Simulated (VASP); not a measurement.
# NaH (F-43m) in VASP: notebook

The runs below take NaH through single point, with PBE, LDA, r2SCAN.

Program: VASP 6.6.1. These are calculated values, not measurements. Logs are shortened: lines on timing, memory, paths and dates and some standing lists are left out, and cuts for length are marked.

## (1) The cell of the first run

It takes space group F-43m (No. 216, cubic). Conventional cell: a = 5.194 Å, b = 5.194 Å, c = 5.194 Å, α = 90.00°, β = 90.00°, γ = 90.00°. Na (site symmetry -43m) has 4 H at 2.25 Å within 3.0 Å. H (site symmetry -43m) has 4 Na at 2.25 Å within 3.0 Å.

## (2) Single point, PBE

File INCAR:

```
PREC = Accurate ; ENCUT = 520
EDIFF = 1E-7 ; ISMEAR = 0
SIGMA = 0.01 ; LREAL = False
LASPH = True ; NELM = 60
ALGO = Normal ; ISIF = 2
LWAVE = False ; LCHARG = True
GGA = PE ; LELF = True
LVHAR = True ; NBANDS = 11
```

File KPOINTS:

```
regular mesh
0
Gamma
  4 4 4
```

File POSCAR:

```
NaH
1.0
    0.0000000000      2.5969210594      2.5969210594
    2.5969210594      0.0000000000      2.5969210594
    2.5969210594      2.5969210594      0.0000000000
Na H
1 1
Direct
    0.0000000000      0.0000000000      0.0000000000
    0.2500000000      0.2500000000      0.2500000000
```

Potentials or basis: VASP PAW PBE potentials, release 64 (Na_pv, H).

Launch:

```sh
$ cat potpaw_PBE.64/Na_pv/POTCAR potpaw_PBE.64/H/POTCAR > POTCAR
$ mpirun -np 1 vasp_std > vasp.out
```

OUTCAR:

```text
PREC = Accurate
   ENCUT = 520
   EDIFF = 1E-7
   ISMEAR = 0
   LREAL = False
   LASPH = True
   NELM = 60
   ISIF = 2
   GGA = PE

 ion  position               nearest neighbor table
   1  0.000  0.000  0.000-
   2  0.250  0.250  0.250-

  LATTYP: Found a face centered cubic cell.
 ALAT       =     5.1938421188

  Lattice vectors:

 A1 = (   0.0000000000,   2.5969210594,   2.5969210594)
 A2 = (   2.5969210594,   0.0000000000,   2.5969210594)
 A3 = (   2.5969210594,   2.5969210594,   0.0000000000)

Analysis of symmetry for initial positions (statically):
=====================================================================
 Subroutine PRICEL returns:
 Original cell was already a primitive cell.

 Routine SETGRP: Setting up the symmetry group for a
 face centered cubic supercell.

 Subroutine GETGRP returns: Found 24 space group operations
 (whereof 24 operations were pure point group operations)
 out of a pool of 48 trial point group operations.

The static configuration has the point symmetry T_d .

Analysis of symmetry for dynamics (positions and initial velocities):
=====================================================================
 Subroutine PRICEL returns:
 Original cell was already a primitive cell.

 Routine SETGRP: Setting up the symmetry group for a
 face centered cubic supercell.

 Subroutine GETGRP returns: Found 24 space group operations
 (whereof 24 operations were pure point group operations)
 out of a pool of 48 trial point group operations.

The dynamic configuration has the point symmetry T_d .

 Subroutine INISYM returns: Found 24 space group operations
 (whereof 24 operations are pure point group operations),
 and found     1 'primitive' translations

----------------------------------------------------------------------------------------

                                     Primitive cell

  volume of cell :      35.0273

  direct lattice vectors                    reciprocal lattice vectors
     0.000000000  2.596921059  2.596921059    -0.192535695  0.192535695  0.192535695
     2.596921059  0.000000000  2.596921059     0.192535695 -0.192535695  0.192535695
     2.596921059  2.596921059  0.000000000     0.192535695  0.192535695 -0.192535695

  length of vectors
     3.672600983  3.672600983  3.672600983     0.333481605  0.333481605  0.333481605
[... 68 lines left out ...]
   IBRION =     -1    ionic relax: 0-MD 1-quasi-New 2-CG
   NFREE  =      0    steps in history (QN), initial steepest desc. (CG)
   ISIF   =      2    stress and relaxation
   ISYM   =      2    0-nonsym 1-usesym 2-fastsym
   POTIM  = 0.5000    time-step for ionic-motion
   TEBEG  =    0.0;   TEEND  =   0.0 temperature during run
   PSTRESS=    0.0 pullay stress
   NELECT =       8.0000    total number of electrons
   NUPDOWN=      -1.0000    fix difference up-down
   EMIN   =  10.00;   EMAX   =-10.00  energy-range for DOS
   EFERMI =   0.00;   METHOD = LEGACY
   ISMEAR =     0;   SIGMA  =   0.01  broadening in eV -4-tet -1-fermi 0-gaus
   EFERMI_NEDOS =   21; number of points for ismear=-14 and -15
   IALGO  =     38    algorithm
   IMIX   =      4    mixing-type and parameters
     AMIX     =   0.40;   BMIX     =  1.00
     AMIX_MAG =   1.60;   BMIX_MAG =  1.00
  volume/ion in A,a.u.               =      17.51       118.19
  Fermi-wavevector in a.u.,A,eV,Ry     =   1.000697  1.891044 13.624808  1.001395
  Thomas-Fermi vector in A             =   2.133071
   LORBIT       =      0    0 simple, 1 ext, 2 COOP (PROOUT), +10 PAW based schemes
   GGA     = PE    functional components
   LHFCALC =     F    Hartree Fock is set to
   AEXX    =    0.0000 exact exchange contribution
   IVDW    =     0    specifies the selected vdW correction
   LEPSILON=     F    determine dielectric tensor
   LRPA    =     F    only Hartree local field effects (RPA)
 non-spin polarized calculation
 Gauss-broadening in eV      SIGMA  =   0.01
  energy-cutoff  :      520.00
  volume of cell :       35.03
 maximum number of plane-waves:       960
   NGX = 13   NGY = 13   NGZ = 13

 number of electron       8.0000009 magnetization

 Free energy of the ion-electron system (eV)
  ---------------------------------------------------
  ext. energy  EPLUGINS =         0.00000000
  ---------------------------------------------------
  free energy    TOTEN  =        -4.98963981 eV

  energy without entropy =       -4.98963981  energy(sigma->0) =       -4.98963981

 E-fermi :  -1.7984     XC(G=0):  -6.8760

 val. band max:       -1.8883448933   @ k =  -0.2500   0.5000   0.2500
 cond. band min:       1.7225349882   @ k =   0.5000   0.0000   0.0000
 fundamental gap:      3.6108798815
 Fermi energy:        -1.7984132117

 k-point     1 :       0.0000    0.0000    0.0000
  band No.  band energies     occupation
      1     -23.8797      2.00000
      2     -23.8797      2.00000
      3     -23.8797      2.00000
      4      -4.7277      2.00000
      5       6.3309      0.00000
      6      11.4488      0.00000
      7      11.4488      0.00000
      8      11.4488      0.00000
      9      14.1199      0.00000
     10      14.1199      0.00000
     11      14.1199      0.00000
[... 85 lines left out ...]
 k-point     8 :      -0.2500    0.5000    0.2500
  band No.  band energies     occupation
      1     -23.9133      2.00000
      2     -23.9084      2.00000
      3     -23.8966      2.00000
      4      -1.8883      2.00000
      5       3.9998      0.00000
      6       4.2060      0.00000
      7       5.4031      0.00000
      8      12.2239      0.00000
      9      13.3707      0.00000
     10      15.2160      0.00000
     11      16.1563      0.00000

------------------------ aborting loop because EDIFF is reached ----------------------------------------

  FORCE on cell =-STRESS in cart. coord.  units (eV):
  Direction    XX          YY          ZZ          XY          YZ          ZX
  --------------------------------------------------------------------------------------
  -------------------------------------------------------------------------------------
  Total        0.0499033      0.0499033      0.0499033      0.0000000     -0.0000000      0.0000000
  in kB        2.2826195      2.2826195      2.2826195      0.0000000     -0.0000000      0.0000000
  external PRESSURE =       2.2826195 kB  Pullay stress =       0.0000000 kB

 VOLUME and BASIS-vectors are now :
 -----------------------------------------------------------------------------
  energy-cutoff  :      520.00
  volume of cell :       35.03
      direct lattice vectors                 reciprocal lattice vectors
     0.000000000  2.596921059  2.596921059    -0.192535695  0.192535695  0.192535695
     2.596921059  0.000000000  2.596921059     0.192535695 -0.192535695  0.192535695
     2.596921059  2.596921059  0.000000000     0.192535695  0.192535695 -0.192535695

 POSITION                                       TOTAL-FORCE (eV/Angst)
 -----------------------------------------------------------------------------------
      0.00000      0.00000      0.00000         0.000000      0.000000      0.000000
      1.29846      1.29846      1.29846        -0.000000     -0.000000     -0.000000
 -----------------------------------------------------------------------------------
    total drift:                                0.000001      0.000001      0.000001

  FREE ENERGIE OF THE ION-ELECTRON SYSTEM (eV)
  ---------------------------------------------------
  free  energy   TOTEN  =        -4.9896398145 eV

  energy  without entropy=       -4.9896398145  energy(sigma->0) =       -4.98963981
```

OSZICAR:

```text
N       E                     dE             d eps       ncg     rms          rms(c)
DAV:   1     0.288796320128E+02    0.28880E+02   -0.48168E+03   176   0.697E+02
DAV:   2    -0.457945242904E+01   -0.33459E+02   -0.33179E+02   196   0.153E+02
DAV:   3    -0.552971954417E+01   -0.95027E+00   -0.94906E+00   222   0.282E+01
DAV:   4    -0.553603897805E+01   -0.63194E-02   -0.63188E-02   194   0.225E+00
DAV:   5    -0.553611636539E+01   -0.77387E-04   -0.77385E-04   206   0.244E-01    0.354E+00
DAV:   6    -0.508470513110E+01    0.45141E+00   -0.48728E-01   227   0.260E+00    0.158E+00
DAV:   7    -0.497770808341E+01    0.10700E+00   -0.44476E-01   208   0.209E+00    0.413E-01
DAV:   8    -0.498942150104E+01   -0.11713E-01   -0.22348E-02   188   0.999E-01    0.996E-02
DAV:   9    -0.498961613163E+01   -0.19463E-03   -0.23602E-03   197   0.369E-01    0.232E-02
DAV:  10    -0.498961274175E+01    0.33899E-05   -0.10502E-04   194   0.857E-02    0.771E-03
DAV:  11    -0.498964076640E+01   -0.28025E-04   -0.45771E-05   191   0.260E-02    0.827E-03
DAV:  12    -0.498963976670E+01    0.99970E-06   -0.46001E-06   200   0.838E-03    0.846E-04
DAV:  13    -0.498963981448E+01   -0.47784E-07   -0.20797E-07   191   0.247E-03
   1 F= -.49896398E+01 E0= -.49896398E+01  d E =-.397127E-38
```

It took 5.4 s on 1 thread of Intel Xeon Platinum 8488C (Sapphire Rapids), shared host; peak memory 0.14 GiB.

Results:

```
Free energy            : -4.9896 eV
Pressure               : 0.2 GPa
Band gap on the k mesh : 3.61 eV (least direct gap 4.32 eV)
```

Levels at points of the mesh, in eV from the valence-band top:
| k point | band 1 | band 2 | band 3 | band 4 | band 5 | band 6 | band 7 | band 8 |
| --- | --- | --- | --- | --- | --- | --- | --- | --- |
| (0.00, 0.00, 0.00) | -21.99 | -21.99 | -21.99 | -2.84 | 8.22 | 13.34 | 13.34 | 13.34 |
| (0.50, 0.00, 0.00) | -22.04 | -22.00 | -22.00 | -0.71 | 3.61 | 10.67 | 12.60 | 12.60 |
| (0.50, 0.50, 0.00) | -22.04 | -22.01 | -22.01 | -0.08 | 5.04 | 7.45 | 9.75 | 9.75 |

Caveat: the k points lie up to 0.52 Å⁻¹ apart.

## (3) Single point, LDA

File INCAR:

```
PREC = Accurate
ENCUT = 520
EDIFF = 1E-6
ISMEAR = 0
SIGMA = 0.01
LREAL = F
LASPH = T
NELM = 60
ALGO = Normal
ISIF = 2
LWAVE = F
LCHARG = F
NBANDS = 11
```

KPOINTS is that of step 2.

POSCAR is that of step 2.

Potentials or basis: VASP PAW LDA potentials, release 64 (Na_pv, H).

Launch:

```sh
$ cat potpaw_LDA.64/Na_pv/POTCAR potpaw_LDA.64/H/POTCAR > POTCAR
$ mpirun -np 1 vasp_std > vasp.out
```

Run time: 3.5 s. Hardware: 1 thread of Intel Xeon Platinum 8488C (Sapphire Rapids), shared host; peak memory 0.12 GiB.

Results (log left out):

```
Free energy            : -5.2462 eV
Pressure               : -1.3 GPa
Band gap on the k mesh : 3.27 eV (least direct gap 4.02 eV)
```

Levels at points of the mesh, in eV from the valence-band top:
```
           k point  band 1  band 2  band 3  band 4  band 5  band 6  band 7  band 8  band 9
(0.00, 0.00, 0.00)  -22.07  -22.07  -22.07   -3.00    8.13   13.04   13.04   13.04   15.59
(0.50, 0.00, 0.00)  -22.12  -22.07  -22.07   -0.75    3.27   10.46   12.30   12.30   13.79
(0.50, 0.50, 0.00)  -22.12  -22.09  -22.09   -0.09    4.71    7.11    9.41    9.41   11.97
```

Caveat: the k points lie up to 0.52 Å⁻¹ apart. A k mesh can miss the band edges.

## (4) Single point, PBE

File INCAR:

```
SYSTEM = NaH
PREC = Accurate
ENCUT = 520
EDIFF = 1E-6
ISMEAR = 0
SIGMA = 0.01
LREAL = .FALSE.
LASPH = .TRUE.
NELM = 80
ALGO = Normal
ISIF = 2
LWAVE = .FALSE.
LCHARG = .FALSE.
GGA = PE
NBANDS = 11
```

File KPOINTS:

```
regular mesh
0
G
  6 6 6
  0 0 0
```

POSCAR is that of step 3.

Potentials or basis: VASP PAW PBE potentials, release 64 (Na_pv, H).

Launch:

```sh
$ cat potpaw_PBE.64/Na_pv/POTCAR potpaw_PBE.64/H/POTCAR > POTCAR
$ mpirun -np 1 vasp_std > vasp.out
```

OUTCAR:

```text
SYSTEM = NaH
   PREC = Accurate
   ENCUT = 520
   EDIFF = 1E-6
   ISMEAR = 0
   LREAL = .FALSE.
   LASPH = .TRUE.
   NELM = 80
   ISIF = 2
   GGA = PE

 ion  position               nearest neighbor table
   1  0.000  0.000  0.000-
   2  0.250  0.250  0.250-

  LATTYP: Found a face centered cubic cell.
 ALAT       =     5.1938421188

  Lattice vectors:

 A1 = (   0.0000000000,   2.5969210594,   2.5969210594)
[... 396 lines left out ...]
     10      15.3443      0.00000
     11      18.1546      0.00000

------------------------ aborting loop because EDIFF is reached ----------------------------------------

  FORCE on cell =-STRESS in cart. coord.  units (eV):
  Direction    XX          YY          ZZ          XY          YZ          ZX
  --------------------------------------------------------------------------------------
  -------------------------------------------------------------------------------------
  Total        0.0490970      0.0490970      0.0490970      0.0000000     -0.0000000      0.0000000
  in kB        2.2457403      2.2457403      2.2457403      0.0000000     -0.0000000      0.0000000
  external PRESSURE =       2.2457403 kB  Pullay stress =       0.0000000 kB

 VOLUME and BASIS-vectors are now :
 -----------------------------------------------------------------------------
  energy-cutoff  :      520.00
  volume of cell :       35.03
      direct lattice vectors                 reciprocal lattice vectors
     0.000000000  2.596921059  2.596921059    -0.192535695  0.192535695  0.192535695
     2.596921059  0.000000000  2.596921059     0.192535695 -0.192535695  0.192535695
     2.596921059  2.596921059  0.000000000     0.192535695  0.192535695 -0.192535695

 POSITION                                       TOTAL-FORCE (eV/Angst)
 -----------------------------------------------------------------------------------
      0.00000      0.00000      0.00000        -0.000000     -0.000000     -0.000000
      1.29846      1.29846      1.29846         0.000000      0.000000      0.000000
 -----------------------------------------------------------------------------------
    total drift:                                0.000001      0.000001      0.000001

  FREE ENERGIE OF THE ION-ELECTRON SYSTEM (eV)
  ---------------------------------------------------
  free  energy   TOTEN  =        -4.9899366828 eV

  energy  without entropy=       -4.9899366828  energy(sigma->0) =       -4.98993668
```

OSZICAR:

```text
N       E                     dE             d eps       ncg     rms          rms(c)
DAV:   1     0.385856969684E+02    0.38586E+02   -0.44830E+03   355   0.704E+02
DAV:   2    -0.368941407695E+01   -0.42275E+02   -0.41666E+02   361   0.198E+02
DAV:   3    -0.552371336177E+01   -0.18343E+01   -0.18318E+01   455   0.387E+01
DAV:   4    -0.553624133160E+01   -0.12528E-01   -0.12526E-01   409   0.323E+00
DAV:   5    -0.553636268397E+01   -0.12135E-03   -0.12135E-03   397   0.337E-01    0.354E+00
DAV:   6    -0.508507114580E+01    0.45129E+00   -0.48760E-01   473   0.260E+00    0.158E+00
DAV:   7    -0.497796554722E+01    0.10711E+00   -0.44599E-01   402   0.209E+00    0.413E-01
DAV:   8    -0.498974032588E+01   -0.11775E-01   -0.22402E-02   361   0.101E+00    0.990E-02
DAV:   9    -0.498991271830E+01   -0.17239E-03   -0.23321E-03   408   0.370E-01    0.227E-02
DAV:  10    -0.498991081031E+01    0.19080E-05   -0.10122E-04   397   0.845E-02    0.750E-03
DAV:  11    -0.498993770767E+01   -0.26897E-04   -0.45473E-05   394   0.262E-02    0.831E-03
DAV:  12    -0.498993663260E+01    0.10751E-05   -0.45492E-06   400   0.802E-03    0.797E-04
DAV:  13    -0.498993668280E+01   -0.50197E-07   -0.20572E-07   242   0.254E-03
   1 F= -.49899367E+01 E0= -.49899367E+01  d E =-.153799E-23
```

stdout:

```text
POSCAR found type information on POSCAR NaH
 POSCAR found :  2 types and       2 ions
 scaLAPACK will be used
 LDA part: xc-table for (Slater+PW92), standard interpolation
 POSCAR, INCAR and KPOINTS ok, starting setup
 FFT: planning ... GRIDC
 FFT: planning ... GRID_SOFT
 FFT: planning ... GRID
 WAVECAR not read
 entering main loop
```

Wall time 9.2 s (1 thread of Intel Xeon Platinum 8488C (Sapphire Rapids), shared host); peak memory 0.14 GiB.

Results:

```yaml
Free_energy: -4.9899 eV
Pressure: 0.2 GPa
Band_gap_on_the_k_mesh: 3.63 eV (least direct gap 4.32 eV)
```

## (5) Single point, r2SCAN

POSCAR is that of step 4.

File INCAR.step1:

```
  PREC = Accurate
  ENCUT = 520
  ISMEAR = 0
  SIGMA = 0.01
  LREAL = F
  LASPH = T
  NELM = 60
  NBANDS = 11
  GGA = PE
  ALGO = Normal
  EDIFF = 1E-4
  LWAVE = T
  LCHARG = F
```

File INCAR.step2:

```
  PREC = Accurate
  ENCUT = 520
  EDIFF = 1E-7
  ISMEAR = 0
  SIGMA = 0.01
  LREAL = F
  LASPH = T
  NELM = 60
  ALGO = Normal
  ISIF = 2
  LWAVE = F
  LCHARG = F
  METAGGA = R2SCAN
  LMIXTAU = T
  NBANDS = 11
  ISTART = 1
```

File KPOINTS:

```
regular mesh
0
Gamma
  4 4 4
```

Launch:

```sh
$ cat potpaw_PBE.64/Na_pv/POTCAR potpaw_PBE.64/H/POTCAR > POTCAR
$ cp INCAR.step1 INCAR
$ mpirun -np 1 vasp_std > vasp.out
$ cp INCAR.step2 INCAR
$ mpirun -np 1 vasp_std > vasp.out
```

It took 21 s on 1 thread of Intel Xeon Platinum 8488C (Sapphire Rapids), shared host; peak memory 0.15 GiB.

Results (log left out):

```
Free energy            : -7.4594 eV
Pressure               : -0.1 GPa
Band gap on the k mesh : 4.05 eV (least direct gap 4.74 eV)
```

Levels at points of the mesh, in eV from the valence-band top:
| k point | band 2 | band 3 | band 4 | band 5 | band 6 | band 7 |
| --- | --- | --- | --- | --- | --- | --- |
| (0.00, 0.00, 0.00) | -22.78 | -22.78 | -2.80 | 8.85 | 13.81 | 13.81 |
| (0.50, 0.00, 0.00) | -22.78 | -22.78 | -0.69 | 4.05 | 11.54 | 13.14 |
| (0.50, 0.50, 0.00) | -22.79 | -22.79 | -0.08 | 5.55 | 7.90 | 10.37 |

Caveat: the k points lie up to 0.52 Å⁻¹ apart; the PAW data sets were made with another functional, which shifts forces and pressure a little.

## (6) The runs side by side

| level | potentials or basis | k mesh | gap on the mesh (eV) | pressure (GPa) |
| --- | --- | --- | --- | --- |
| PBE | VASP PAW PBE potentials, release 64 (Na_pv, H) | 4 × 4 × 4 | 3.61 | 0.2 |
| LDA | VASP PAW LDA potentials, release 64 (Na_pv, H) | 4 × 4 × 4 | 3.27 | -1.3 |
| PBE | VASP PAW PBE potentials, release 64 (Na_pv, H) | 6 × 6 × 6 | 3.63 | 0.2 |
| r2SCAN | VASP PAW PBE potentials, release 64 (Na_pv, H) | 4 × 4 × 4 | 4.05 | -0.1 |

Alike in all rows: task single point; no spin polarisation; cell as given; cutoff (eV) 520; smearing gaussian 0.01 eV.

Caveats: some runs use coarse meshes; the PAW data sets were made with another functional, which shifts forces and pressure a little (at least some runs).

Absolute energies hang on the potentials; compare differences alone.
